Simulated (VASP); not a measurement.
# Ru (P6_3/mmc) in VASP: a series of runs, part 2 of 2

VASP 6.6.1.

## Step 3: Single point, PBEsol

This run uses another cell than the first one, of 14.14 Å³/atom, 1.003 times its volume.

INCAR reads:

```
  ALGO = Fast
  EDIFF = 1E-6
  ENCUT = 520
  GGA = PS
  ISIF = 2
  ISMEAR = 0
  LASPH = True
  LCHARG = False
  LREAL = False
  LWAVE = False
  NBANDS = 21
  NELM = 60
  PREC = Accurate
  SIGMA = 0.15
```

KPOINTS reads:

```
k-points
0
Gamma
  18 18 10
```

POSCAR reads:

```
Ru
1.0
    2.8403000000      0.0000000000      0.0000000000
   -1.4201500000      2.4597719544      0.0000000000
    0.0000000000      0.0000000000      4.0483000000
Ru
2
Direct
    0.3333333333      0.6666666667      0.2500000000
    0.6666666667      0.3333333333      0.7500000000
```

Potentials or basis: VASP PAW PBE potentials, release 64 (Ru_pv).

Command:

```
$ cat potpaw_PBE.64/Ru_pv/POTCAR > POTCAR
$ mpirun -np 1 vasp_std > vasp.out
```

OUTCAR:

```text
EDIFF = 1E-6
   ENCUT = 520
   GGA = PS
   ISIF = 2
   ISMEAR = 0
   LASPH = True
   LREAL = False
   NELM = 60
   PREC = Accurate

 ion  position               nearest neighbor table
   1  0.333  0.667  0.250-   2 2.61   2 2.61   2 2.61   2 2.61   2 2.61   2 2.61
   2  0.667  0.333  0.750-   1 2.61   1 2.61   1 2.61   1 2.61   1 2.61   1 2.61

  LATTYP: Found a hexagonal cell.
 ALAT       =     2.8403000000
 C/A-ratio  =     1.4253071859

  Lattice vectors:

 A1 = (   2.8403000000,   0.0000000000,   0.0000000000)
 A2 = (  -1.4201500000,   2.4597719544,   0.0000000000)
 A3 = (   0.0000000000,   0.0000000000,   4.0483000000)

Analysis of symmetry for initial positions (statically):
=====================================================================
 Subroutine PRICEL returns:
 Original cell was already a primitive cell.

 Routine SETGRP: Setting up the symmetry group for a
 hexagonal supercell.

 Subroutine GETGRP returns: Found 24 space group operations
 (whereof 12 operations were pure point group operations)
 out of a pool of 24 trial point group operations.

The static configuration has the point symmetry D_3d.
 The point group associated with its full space group is D_6h.

Analysis of symmetry for dynamics (positions and initial velocities):
=====================================================================
 Subroutine PRICEL returns:
 Original cell was already a primitive cell.

 Routine SETGRP: Setting up the symmetry group for a
 hexagonal supercell.

 Subroutine GETGRP returns: Found 24 space group operations
 (whereof 12 operations were pure point group operations)
 out of a pool of 24 trial point group operations.

The dynamic configuration has the point symmetry D_3d.
 The point group associated with its full space group is D_6h.

 Subroutine INISYM returns: Found 24 space group operations
[... 105 lines left out ...]
   POTIM  = 0.5000    time-step for ionic-motion
   TEBEG  =    0.0;   TEEND  =   0.0 temperature during run
   PSTRESS=    0.0 pullay stress
   NELECT =      28.0000    total number of electrons
   NUPDOWN=      -1.0000    fix difference up-down
   EMIN   =  10.00;   EMAX   =-10.00  energy-range for DOS
   EFERMI =   0.00;   METHOD = LEGACY
   ISMEAR =     0;   SIGMA  =   0.15  broadening in eV -4-tet -1-fermi 0-gaus
   EFERMI_NEDOS =   21; number of points for ismear=-14 and -15
   IALGO  =     68    algorithm
   IMIX   =      4    mixing-type and parameters
     AMIX     =   0.40;   BMIX     =  1.00
     AMIX_MAG =   1.60;   BMIX_MAG =  1.00
  volume/ion in A,a.u.               =      14.14        95.43
  Fermi-wavevector in a.u.,A,eV,Ry     =   1.631612  3.083300 36.220860  2.662158
  Thomas-Fermi vector in A             =   2.723719
   LORBIT       =      0    0 simple, 1 ext, 2 COOP (PROOUT), +10 PAW based schemes
   GGA     = PS    functional components
   LHFCALC =     F    Hartree Fock is set to
   AEXX    =    0.0000 exact exchange contribution
   IVDW    =     0    specifies the selected vdW correction
   LEPSILON=     F    determine dielectric tensor
   LRPA    =     F    only Hartree local field effects (RPA)
 non-spin polarized calculation
 RMM-DIIS sequential band-by-band and
 Gauss-broadening in eV      SIGMA  =   0.15
  energy-cutoff  :      520.00
  volume of cell :       28.28
 maximum number of plane-waves:       774
 NGX is ok and might be reduce to    24

 number of electron      28.0000007 magnetization

 Free energy of the ion-electron system (eV)
  ---------------------------------------------------
  ext. energy  EPLUGINS =         0.00000000
  ---------------------------------------------------
  free energy    TOTEN  =       -20.03309953 eV

  energy without entropy =      -20.01079849  energy(sigma->0) =      -20.02194901

 E-fermi :  12.0220     XC(G=0): -14.0139

 val. band max:       12.0188610163   @ k =   0.4444   0.0556   0.5000
 cond. band min:      12.0254028260   @ k =   0.2222   0.2222   0.2000
 fundamental gap:      0.0065418097
 Fermi energy:        12.0219615445

 k-point     1 :       0.0000    0.0000    0.0000
  band No.  band energies     occupation
      1     -31.6106      2.00000
      2     -30.7709      2.00000
      3     -30.7709      2.00000
      4     -30.5191      2.00000
      5     -30.5191      2.00000
      6     -30.3915      2.00000
[... 565 lines left out ...]
     20      23.1980      0.00000
     21      24.6242      0.00000

 [... further k-points ...]
[... 5 lines left out ...]
  --------------------------------------------------------------------------------------
  -------------------------------------------------------------------------------------
  Total       -4.4918454     -4.4918454      1.8607471      0.0000000     -0.0000000      0.0000000
  in kB     -254.4506940   -254.4506940    105.4062079      0.0000000     -0.0000000      0.0000000
  external PRESSURE =    -134.4983933 kB  Pullay stress =       0.0000000 kB

 VOLUME and BASIS-vectors are now :
 -----------------------------------------------------------------------------
  energy-cutoff  :      520.00
  volume of cell :       28.28
      direct lattice vectors                 reciprocal lattice vectors
     2.840300000  0.000000000  0.000000000     0.352075485  0.203270876  0.000000000
    -1.420150000  2.459771954  0.000000000     0.000000000  0.406541752  0.000000000
     0.000000000  0.000000000  4.048300000     0.000000000  0.000000000  0.247017267

 POSITION                                       TOTAL-FORCE (eV/Angst)
 -----------------------------------------------------------------------------------
     -0.00000      1.63985      1.01208        -0.000000      0.000000      0.000000
      1.42015      0.81992      3.03622         0.000000      0.000000      0.000000
 -----------------------------------------------------------------------------------
    total drift:                               -0.000000      0.000000     -0.000000

  FREE ENERGIE OF THE ION-ELECTRON SYSTEM (eV)
  ---------------------------------------------------
  free  energy   TOTEN  =       -20.0330995311 eV

  energy  without entropy=      -20.0107984933  energy(sigma->0) =      -20.02194901
```

stdout:

```text
POSCAR found type information on POSCAR Ru
 POSCAR found :  1 types and       2 ions
 scaLAPACK will be used
 -----------------------------------------------------------------------------
|                                                                             |
|                                                                             |
|     You enforced a specific xc type in the INCAR file but a different       |
|     I HOPE YOU KNOW WHAT YOU ARE DOING!                                     |
|                                                                             |
 -----------------------------------------------------------------------------

 LDA part: xc-table for (Slater+PW92), standard interpolation
 POSCAR, INCAR and KPOINTS ok, starting setup
 FFT: planning ... GRIDC
 FFT: planning ... GRID_SOFT
 FFT: planning ... GRID
 WAVECAR not read
 entering main loop
```

Run time: 87 s. Hardware: 1 thread of Intel Xeon Platinum 8488C (Sapphire Rapids), shared host; peak memory 0.22 GiB.

What came out:

| Quantity | Value |
| --- | --- |
| Free energy | -20.0331 eV |
| Pressure | -13.4 GPa |
| Band gap on the k mesh | zero (band 14 reaches 13.24 eV, above the bottom of band 15 at 10.54 eV) |

Stress tensor (GPa, compression positive):
```
-25.45   0.00   0.00
  0.00 -25.45   0.00
  0.00   0.00  10.54
```

Levels at points of the mesh, in eV from the Fermi level:
```tsv
k point	band 12	band 13	band 14	band 15	band 16	band 17
(0.00, 0.00, 0.00)	-2.09	-1.74	-1.74	-1.40	1.09	1.09
(0.50, 0.00, 0.00)	-1.44	-0.92	0.68	1.34	2.19	3.47
(0.00, 0.00, 0.50)	-3.08	-2.10	-2.10	0.65	0.65	0.65
(0.50, 0.00, 0.50)	-1.42	0.28	0.28	1.13	1.13	3.02
```

Caveat: the PAW data sets were made with another functional, which shifts forces and pressure a little.

## Step 4: Single point, PBEsol

This run uses another cell than the first one, of the same volume but with other edges.

INCAR reads:

```
SYSTEM = Ru
PREC     = Accurate       ! precision mode
ENCUT    = 520            ! plane-wave cutoff, eV
EDIFF    = 1E-6           ! SCF threshold, eV
ISMEAR   = 0              ! smearing method
SIGMA    = 0.15           ! smearing width, eV
LREAL    = .False.        ! projectors in reciprocal space
LASPH    = .True.         ! aspherical terms in the spheres
NELM     = 60             ! most SCF steps
ALGO     = Fast           ! electronic algorithm
ISIF     = 2              ! what is computed and relaxed
LWAVE    = .False.        ! write WAVECAR
LCHARG   = .False.        ! write CHGCAR
GGA      = PS             ! functional
NBANDS   = 21             ! bands
```

KPOINTS reads:

```
Automatic mesh
0
Gamma
  18 18 10
  0 0 0
```

POSCAR reads:

```
Ru
1.0
    2.7650000000      0.0000000000      0.0000000000
   -1.3825000000      2.3945602415      0.0000000000
    0.0000000000      0.0000000000      4.2523798375
Ru
2
Direct
    0.3333333333      0.6666666667      0.2500000000
    0.6666666667      0.3333333333      0.7500000000
```

Command:

```
$ cat potpaw_PBE.64/Ru_pv/POTCAR > POTCAR
$ mpirun -np 1 vasp_std > vasp.out
```

Wall time 97 s (1 thread of Intel Xeon Platinum 8488C (Sapphire Rapids), shared host); peak memory 0.22 GiB.

The run converged. Its results:

| Property | Result |
| --- | --- |
| Free energy | -20.2534 eV |
| Pressure | -16.4 GPa |
| Band gap on the k mesh | zero (band 14 reaches 13.44 eV, above the bottom of band 15 at 10.46 eV) |

Stress tensor (GPa, compression positive):
```
-19.56   0.00   0.00
  0.00 -19.56   0.00
  0.00   0.00  -9.99
```

Levels at points of the mesh, in eV from the Fermi level:
| k point | band 11 | band 12 | band 13 | band 14 | band 15 | band 16 | band 17 | band 18 |
| --- | --- | --- | --- | --- | --- | --- | --- | --- |
| (0.00, 0.00, 0.00) | -2.05 | -1.79 | -1.79 | -1.53 | -1.53 | 1.12 | 1.12 | 1.51 |
| (0.50, 0.00, 0.00) | -1.87 | -1.84 | -1.32 | 1.18 | 1.63 | 1.93 | 3.78 | 5.73 |
| (0.00, 0.00, 0.50) | -2.73 | -2.73 | -2.48 | -2.48 | 0.54 | 0.54 | 0.54 | 0.54 |
| (0.50, 0.00, 0.50) | -1.11 | -1.11 | 0.38 | 0.38 | 1.46 | 1.46 | 3.19 | 3.19 |

Caveat: the PAW data sets were made with another functional, which shifts forces and pressure a little.

## Step 5: Overview

| cell | further INCAR settings | gap on the mesh (eV) | pressure (GPa) |
| --- | --- | --- | --- |
| a = 2.614, b = 2.614, c = 4.763 Å, angles 90.0, 90.0, 120.0°, 2 atoms | ALGO = Fast; EDIFF = 1e-07; NBANDS = 21 | none | -11.2 |
| a = 2.840, b = 2.840, c = 4.048 Å, angles 90.0, 90.0, 120.0°, 2 atoms | ALGO = Fast; EDIFF = 1e-06; NBANDS = 21 | none | -13.4 |
| a = 2.765, b = 2.765, c = 4.252 Å, angles 90.0, 90.0, 120.0°, 2 atoms | ALGO = Fast; EDIFF = 1e-06; NBANDS = 21 | none | -16.4 |

Alike in all rows: task single point; level PBEsol; potentials or basis VASP PAW PBE potentials, release 64 (Ru_pv); no spin polarisation; k mesh 18 × 18 × 10; cutoff (eV) 520; smearing gaussian 0.15 eV.

Caveats: the PAW data sets were made with another functional, which shifts forces and pressure a little.

Total energies depend on the potentials used, so only differences within one code and one set of settings carry meaning.
